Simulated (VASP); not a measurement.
## Mo: single point with PBEsol

Mo:

```xyz
1
Lattice="-1.5474 1.5474 1.6181 1.5474 -1.5474 1.6181 1.5474 1.5474 -1.6181" Properties=species:S:1:pos:R:3 pbc="T T T"
Mo    0.0000    0.0000    0.0000
```

This cell differs from its parent crystal: strain -0.015 along x and y, +0.030 along z.

| Quantity | Value |
| --- | --- |
| Program | VASP 6.6.1 |
| Task | single point |
| Functional | PBEsol |
| Potentials or basis | VASP PAW PBE potentials, release 64 (Mo_sv) |
| Cutoff | 500 eV |
| k mesh | 22 × 22 × 22 |
| Occupations | gaussian, width 0.15 eV |
| Spin | no spin polarisation |

```yaml
Pressure: -2.2 GPa
Band_gap_on_the_k_mesh: zero (bands 7 and 8 overlap by 5.07 eV)
```

Stress tensor (GPa, compression positive):
```
  2.21   0.00   0.00
  0.00   2.21   0.00
  0.00   0.00 -11.11
```

Levels at points of the mesh, in eV from the Fermi level:
| k point | band 3 | band 4 | band 5 | band 6 | band 7 | band 8 | band 9 | band 10 | band 11 | band 12 |
| --- | --- | --- | --- | --- | --- | --- | --- | --- | --- | --- |
| (0.00, 0.00, 0.00) | -34.45 | -34.45 | -7.30 | -1.52 | -1.52 | -1.02 | 1.33 | 1.97 | 14.29 | 15.14 |
| (0.50, 0.00, 0.00) | -34.89 | -34.45 | -5.37 | -3.25 | 1.35 | 1.53 | 2.38 | 4.79 | 11.63 | 12.02 |
| (0.50, 0.50, 0.00) | -34.95 | -34.50 | -5.44 | -3.79 | 1.89 | 2.14 | 2.57 | 4.92 | 11.87 | 12.07 |
| (0.50, 0.50, 0.50) | -35.40 | -35.40 | -5.58 | -5.46 | 3.97 | 4.13 | 4.13 | 8.33 | 9.49 | 9.49 |

Run time: 2.4 min on 1 thread of Intel Xeon 8259CL (shared host), peak memory 0.25 GiB.

Caveat: the cell differs from its parent crystal (strain -0.015 along x and y, +0.030 along z); the PAW data sets were made with another functional, which shifts forces and pressure a little.
